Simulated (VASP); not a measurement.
# NaF (I4/mmm) in VASP: single point with PBEsol

Aim: the single point of NaF with PBEsol.

Program: VASP 6.6.1. These are calculated values, not measurements. Logs are shortened: lines on timing, memory, paths and dates and some standing lists are left out, and cuts for length are marked.

## (1) The cell of the first run

The structure is tetragonal, space group I4/mmm (No. 139). The conventional cell has a = 3.233 Å, b = 3.233 Å, c = 4.800 Å, α = 90.00°, β = 90.00°, γ = 90.00°. Na (site symmetry 4/mmm) has 6 F at 2.29 to 2.40 Å within 3.0 Å. Within 3.0 Å of F (site symmetry 4/mmm) lie 6 Na at 2.29 to 2.40 Å.

## (2) Single point, PBEsol

The input, INCAR:

```
PREC = Accurate
ENCUT = 520
EDIFF = 1E-7
ISMEAR = 0
SIGMA = 0.05
LREAL = F
LASPH = T
NELM = 60
ALGO = Normal
ISIF = 2
LWAVE = F
LCHARG = F
GGA = PS
NBANDS = 14
```

The input, KPOINTS:

```
regular mesh
0
Gamma
  10 10 10
```

The input, POSCAR:

```
NaF
1.0
    0.0000000000      2.2858208655      2.4001119087
    2.2858208655      0.0000000000      2.4001119087
    2.2858208655      2.2858208655      0.0000000000
Na F
1 1
Direct
    0.0000000000      0.0000000000      0.0000000000
    0.5000000000      0.5000000000      0.5000000000
```

Potentials or basis: VASP PAW PBE potentials, release 64 (Na_pv, F).

Started as:

```bash
$ cat potpaw_PBE.64/Na_pv/POTCAR potpaw_PBE.64/F/POTCAR > POTCAR
$ mpirun -np 1 vasp_std > vasp.out
```

OUTCAR:

```text
PREC = Accurate
   ENCUT = 520
   EDIFF = 1E-7
   ISMEAR = 0
   LREAL = F
   LASPH = T
   NELM = 60
   ISIF = 2
   GGA = PS

 ion  position               nearest neighbor table
   1  0.000  0.000  0.000-   2 2.29   2 2.29   2 2.29   2 2.29
   2  0.500  0.500  0.500-   1 2.29   1 2.29   1 2.29   1 2.29

  LATTYP: Found a body centered tetragonal cell.
 ALAT       =     3.2326388691
 C/A-ratio  =     1.4849242404

  Lattice vectors:

 A1 = (  -2.2858208655,   0.0000000000,   2.4001119087)
 A2 = (   2.2858208655,   0.0000000000,   2.4001119087)
 A3 = (   0.0000000000,   2.2858208655,  -2.4001119087)

Analysis of symmetry for initial positions (statically):
=====================================================================
 Subroutine PRICEL returns:
 Original cell was already a primitive cell.

 Routine SETGRP: Setting up the symmetry group for a
 body centered tetragonal supercell.

 Subroutine GETGRP returns: Found 16 space group operations
 (whereof 16 operations were pure point group operations)
 out of a pool of 16 trial point group operations.

The static configuration has the point symmetry D_4h.

Analysis of symmetry for dynamics (positions and initial velocities):
=====================================================================
 Subroutine PRICEL returns:
 Original cell was already a primitive cell.

 Routine SETGRP: Setting up the symmetry group for a
 body centered tetragonal supercell.

 Subroutine GETGRP returns: Found 16 space group operations
 (whereof 16 operations were pure point group operations)
 out of a pool of 16 trial point group operations.

The dynamic configuration has the point symmetry D_4h.

 Subroutine INISYM returns: Found 16 space group operations
 (whereof 16 operations are pure point group operations),
 and found     1 'primitive' translations

----------------------------------------------------------------------------------------

                                     Primitive cell

  volume of cell :      25.0811

  direct lattice vectors                    reciprocal lattice vectors
     0.000000000  2.285820865  2.400111909    -0.218739800  0.218739800  0.208323619
     2.285820865  0.000000000  2.400111909     0.218739800 -0.218739800  0.208323619
     2.285820865  2.285820865  0.000000000     0.218739800  0.218739800 -0.208323619

  length of vectors
     3.314440255  3.314440255  3.232638869     0.372951647  0.372951647  0.372951647

  position of ions in fractional coordinates (direct lattice)
     0.000000000  0.000000000  0.000000000
     0.500000000  0.500000000  0.500000000

  ion indices of the primitive-cell ions
   primitive index   ion index
                 1           1
                 2           2

----------------------------------------------------------------------------------------

 KPOINTS: regular mesh

Automatic generation of k-mesh.
 Grid dimensions read from file:
 generate k-points for:   10   10   10

 Generating k-lattice:

  Cartesian coordinates                     Fractional coordinates (reciprocal lattice)
    -0.021873980  0.021873980  0.020832362     0.100000000  0.000000000  0.000000000
     0.021873980 -0.021873980  0.020832362     0.000000000  0.100000000  0.000000000
     0.021873980  0.021873980 -0.020832362    -0.000000000 -0.000000000  0.100000000

  Length of vectors
     0.037295165  0.037295165  0.037295165

  Shift w.r.t. Gamma in fractional coordinates (k-lattice)
     0.000000000  0.000000000  0.000000000

 Subroutine IBZKPT returns following result:
 ===========================================

 Found    102 irreducible k-points:

 Following reciprocal coordinates:
            Coordinates               Weight
  0.000000  0.000000  0.000000      1.000000
  0.100000  0.000000  0.000000      8.000000
  0.200000  0.000000  0.000000      8.000000
  0.300000  0.000000  0.000000      8.000000
  0.400000  0.000000  0.000000      8.000000
  0.500000  0.000000  0.000000      4.000000
[... 16 lines left out ...]
  0.300000  0.300000  0.000000      2.000000
  0.400000  0.300000  0.000000      8.000000
 [... further k-points ...]
   k-points           NKPTS =    102   k-points in BZ     NKDIM =    102   number of bands    NBANDS=     14
   number of dos      NEDOS =    301   number of ions     NIONS =      2
   total plane-waves  NPLWV =  18816
   dimension x,y,z NGX =    28 NGY =   28 NGZ =   24
   dimension x,y,z NGXF=    56 NGYF=   56 NGZF=   48
   ions per type =               1   1
   NGX,Y,Z   is equivalent  to a cutoff of  14.04, 14.04, 12.34 a.u.
   NGXF,Y,Z  is equivalent  to a cutoff of  28.09, 28.09, 24.69 a.u.
 SYSTEM =  unknown system
   PREC   = accura    normal or accurate (medium, high low for compatibility)
   ISTART =      0    job   : 0-new  1-cont  2-samecut
   ICHARG =      2    charge: 1-file 2-atom 10-const
   ISPIN  =      1    spin polarized calculation?
   LNONCOLLINEAR =      F non collinear calculations
   LSORBIT =      F    spin-orbit coupling
   LASPH  =      T    aspherical Exc in radial PAW
   ENCUT  =  520.0 eV  38.22 Ry    6.18 a.u.   6.16  6.16  6.01*2*pi/ulx,y,z
   NELM   =     60;   NELMIN=  2; NELMDL= -5     # of ELM steps
   EDIFF  = 0.1E-06   stopping-criterion for ELM
   LREAL  =      F    real-space projection
   EDIFFG = 0.1E-05   stopping-criterion for IOM
   NSW    =      0    number of steps for IOM
   IBRION =     -1    ionic relax: 0-MD 1-quasi-New 2-CG
   NFREE  =      0    steps in history (QN), initial steepest desc. (CG)
   ISIF   =      2    stress and relaxation
   ISYM   =      2    0-nonsym 1-usesym 2-fastsym
   POTIM  = 0.5000    time-step for ionic-motion
   TEBEG  =    0.0;   TEEND  =   0.0 temperature during run
   PSTRESS=    0.0 pullay stress
   NELECT =      14.0000    total number of electrons
   NUPDOWN=      -1.0000    fix difference up-down
   EMIN   =  10.00;   EMAX   =-10.00  energy-range for DOS
   EFERMI =   0.00;   METHOD = LEGACY
   ISMEAR =     0;   SIGMA  =   0.05  broadening in eV -4-tet -1-fermi 0-gaus
   EFERMI_NEDOS =   21; number of points for ismear=-14 and -15
   IALGO  =     38    algorithm
   IMIX   =      4    mixing-type and parameters
     AMIX     =   0.40;   BMIX     =  1.00
     AMIX_MAG =   1.60;   BMIX_MAG =  1.00
  volume/ion in A,a.u.               =      12.54        84.63
  Fermi-wavevector in a.u.,A,eV,Ry     =   1.347935  2.547227 24.720809  1.816928
  Thomas-Fermi vector in A             =   2.475645
   LORBIT       =      0    0 simple, 1 ext, 2 COOP (PROOUT), +10 PAW based schemes
   GGA     = PS    functional components
   LHFCALC =     F    Hartree Fock is set to
   AEXX    =    0.0000 exact exchange contribution
   IVDW    =     0    specifies the selected vdW correction
   LEPSILON=     F    determine dielectric tensor
   LRPA    =     F    only Hartree local field effects (RPA)
 non-spin polarized calculation
 Gauss-broadening in eV      SIGMA  =   0.05
  energy-cutoff  :      520.00
  volume of cell :       25.08
 maximum number of plane-waves:       688
 NGX is ok and might be reduce to    28
   NGX = 13   NGY = 13   NGZ = 13

 number of electron      14.0000002 magnetization

 Free energy of the ion-electron system (eV)
  ---------------------------------------------------
  ext. energy  EPLUGINS =         0.00000000
  ---------------------------------------------------
  free energy    TOTEN  =        -8.75962861 eV

  energy without entropy =       -8.75962861  energy(sigma->0) =       -8.75962861

 E-fermi :  -1.9302     XC(G=0):  -9.2894

 val. band max:       -2.2121035570   @ k =   0.0000   0.0000   0.0000
 cond. band min:       3.9043230538   @ k =   0.0000   0.0000   0.0000
 fundamental gap:      6.1164266108
 Fermi energy:        -1.9302273216

 k-point     1 :       0.0000    0.0000    0.0000
  band No.  band energies     occupation
      1     -21.2577      2.00000
      2     -21.0089      2.00000
      3     -20.9917      2.00000
      4     -20.9917      2.00000
      5      -2.2125      2.00000
      6      -2.2125      2.00000
      7      -2.2121      2.00000
      8       3.9043      0.00000
      9      16.3602      0.00000
     10      16.7169      0.00000
     11      16.7169      0.00000
     12      19.2687      0.00000
     13      20.9461      0.00000
     14      22.3315      0.00000

 k-point     2 :       0.1000    0.0000    0.0000
  band No.  band energies     occupation
      1     -21.4024      2.00000
      2     -21.0073      2.00000
      3     -20.9923      2.00000
      4     -20.8371      2.00000
      5      -2.4121      2.00000
      6      -2.2393      2.00000
      7      -2.2355      2.00000
      8       4.2629      0.00000
      9      15.2730      0.00000
     10      16.6154      0.00000
     11      16.8838      0.00000
     12      20.5540      0.00000
     13      20.7547      0.00000
     14      21.8574      0.00000

 k-point     3 :       0.2000    0.0000    0.0000
  band No.  band energies     occupation
      1     -21.5968      2.00000
      2     -21.0120      2.00000
      3     -20.9937      2.00000
      4     -20.6073      2.00000
      5      -2.8697      2.00000
      6      -2.3093      2.00000
      7      -2.2951      2.00000
      8       5.1833      0.00000
      9      13.5047      0.00000
     10      16.9384      0.00000
     11      17.3197      0.00000
     12      20.0151      0.00000
     13      21.1390      0.00000
     14      21.9303      0.00000
[... 324 lines left out ...]
 k-point    23 :       0.3000    0.3000    0.0000
  band No.  band energies     occupation
      1     -21.4602      2.00000
      2     -21.0213      2.00000
      3     -21.0213      2.00000
      4     -20.7197      2.00000
      5      -3.2818      2.00000
      6      -2.4508      2.00000
      7      -2.4508      2.00000
      8       7.0493      0.00000
      9      12.1886      0.00000
     10      14.9396      0.00000
     11      17.4083      0.00000
     12      17.4083      0.00000
     13      22.9012      0.00000
     14      24.3819      0.00000

 k-point    24 :       0.4000    0.3000    0.0000
  band No.  band energies     occupation
      1     -21.4611      2.00000
      2     -21.0480      2.00000
      3     -21.0254      2.00000
      4     -20.6847      2.00000
      5      -3.4045      2.00000
      6      -2.5663      2.00000
      7      -2.4979      2.00000
      8       8.0125      0.00000
      9      11.6703      0.00000
     10      13.9103      0.00000
     11      17.4455      0.00000
     12      17.5721      0.00000
     13      22.8068      0.00000
     14      24.6805      0.00000

 [... further k-points ...]
[... 5 lines left out ...]
  --------------------------------------------------------------------------------------
  -------------------------------------------------------------------------------------
  Total        0.1393440      0.1393440     -0.4035854      0.0000000     -0.0000000     -0.0000000
  in kB        8.9012875      8.9012875    -25.7810243      0.0000000     -0.0000000     -0.0000000
  external PRESSURE =      -2.6594831 kB  Pullay stress =       0.0000000 kB

 VOLUME and BASIS-vectors are now :
 -----------------------------------------------------------------------------
  energy-cutoff  :      520.00
  volume of cell :       25.08
      direct lattice vectors                 reciprocal lattice vectors
     0.000000000  2.285820865  2.400111909    -0.218739800  0.218739800  0.208323619
     2.285820865  0.000000000  2.400111909     0.218739800 -0.218739800  0.208323619
     2.285820865  2.285820865  0.000000000     0.218739800  0.218739800 -0.208323619

 POSITION                                       TOTAL-FORCE (eV/Angst)
 -----------------------------------------------------------------------------------
      0.00000      0.00000      0.00000         0.000000     -0.000000     -0.000000
      2.28582      2.28582      2.40011        -0.000000      0.000000      0.000000
 -----------------------------------------------------------------------------------
    total drift:                                0.000000      0.000000      0.000000

  FREE ENERGIE OF THE ION-ELECTRON SYSTEM (eV)
  ---------------------------------------------------
  free  energy   TOTEN  =        -8.7596286102 eV

  energy  without entropy=       -8.7596286102  energy(sigma->0) =       -8.75962861
```

Run time: 15 s. Hardware: 1 thread of Intel Xeon 6975P-C (Granite Rapids), shared host; peak memory 0.16 GiB.

Results:

| Quantity | Value |
| --- | --- |
| Free energy | -8.7596 eV |
| Pressure | -0.3 GPa |
| Band gap on the k mesh | 6.12 eV |

Caveat: the PAW data sets were made with another functional, which shifts forces and pressure a little.
